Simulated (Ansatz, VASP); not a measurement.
## SnO2 in VASP and in Ansatz

File INCAR:

```
SYSTEM = SnO2
ALGO = Normal ; EDIFF = 1E-6
ENCUT = 520 ; GGA = PE
ISIF = 2 ; ISMEAR = -1
LASPH = .True. ; LCHARG = .False.
LREAL = .False. ; LWAVE = .False.
NBANDS = 20 ; NELM = 60
PREC = Accurate ; SIGMA = 0.08
```

File KPOINTS:

```
k-points
0
Gamma
  12 12 12
  0 0 0
```

Contents of POSCAR:

```
SnO2
1.0
    0.0000000000      2.4643170921      2.4643170921
    2.4643170921      0.0000000000      2.4643170921
    2.4643170921      2.4643170921      0.0000000000
Sn O
1 2
Direct
    0.0000000000      0.0000000000      0.0000000000
    0.2500000000      0.2500000000      0.2500000000
    0.7500000000      0.7500000000      0.7500000000
```

Input for Ansatz:

```yaml
crystal:
  lattice:
    - [0.0, 2.4643170921, 2.4643170921]
    - [2.4643170921, 0.0, 2.4643170921]
    - [2.4643170921, 2.4643170921, 0.0]
  atoms:
    - { symbol: Sn, position: [0.0, 0.0, 0.0] }
    - { symbol: O, position: [0.25, 0.25, 0.25] }
    - { symbol: O, position: [0.75, 0.75, 0.75] }
kpoints:
  mp_grid: { grid: [12, 12, 12] }
scf:
  occupations: { method: fermi_dirac, width: 0.08 }
hamiltonian:
  xc: pbe
  pseudopotentials: { kind: all_electron, lapw: { basis_error: 0.001 } }
output:
  forces: true
  stress: true
  eigenvalues: true
  populations: true
```

Change from the starting cell: volume scaled by 0.88, LAPW.

Alike in both runs: task single point; functional PBE; k mesh 12 × 12 × 12; occupations fermi-dirac, width 0.08 eV; no spin polarisation.

|  | VASP | Ansatz |
| --- | --- | --- |
| version | VASP 6.6.1 | Ansatz 0.2.0 |
| potentials or method | VASP PAW PBE potentials, release 64 (Sn_d, O), cutoff 520 eV | all-electron LAPW, scalar-relativistic |

Ansatz gave:

- pressure (GPa): 32.5

Question: What did VASP give for the same quantities?

Answer: Pressure (GPa): 33.6.

Both programs put the cell under a high pressure, so it lies far from rest at this level. Ansatz ran all-electron here, and VASP with PAW potentials.
